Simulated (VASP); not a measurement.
Input of a VASP 6.6.1 run:

INCAR

```
SYSTEM = Ba
PREC = Accurate
ENCUT = 600
EDIFF = 1E-7
ISMEAR = -1
SIGMA = 0.05
LREAL = .False.
LASPH = .True.
NELM = 100
ALGO = Normal
ISIF = 3
LWAVE = .False.
LCHARG = .False.
GGA = PE
IBRION = 2
NSW = 45
EDIFFG = -0.005
```

File KPOINTS:

```
regular mesh
0
Gamma
  11 11 6
  0 0 0
```

The input POSCAR:

```
Ba
1.0
    4.4688438512      0.0000000000      0.0000000000
   -2.2344219256      3.8701323007      0.0000000000
    0.0000000000      0.0000000000      7.3410155688
Ba
2
Direct
    0.3333333333      0.6666666667      0.2500000000
    0.6666666667      0.3333333333      0.7500000000
```

Potentials or basis: VASP PAW PBE potentials, release 64 (Ba_sv).

Launch:

```sh
$ cat potpaw_PBE.64/Ba_sv/POTCAR > POTCAR
$ mpirun -np 1 vasp_std > vasp.out
```

(1) What does it give for the relaxed cell?

(2) Estimate the space group after relaxing (to 0.1 Å).

Answers

(1) a = 4.478 Å, b = 4.478 Å, c = 7.357 Å, α = 90.00°, β = 90.00°, γ = 120.00°.

(2) P6_3/mmc (No. 194).
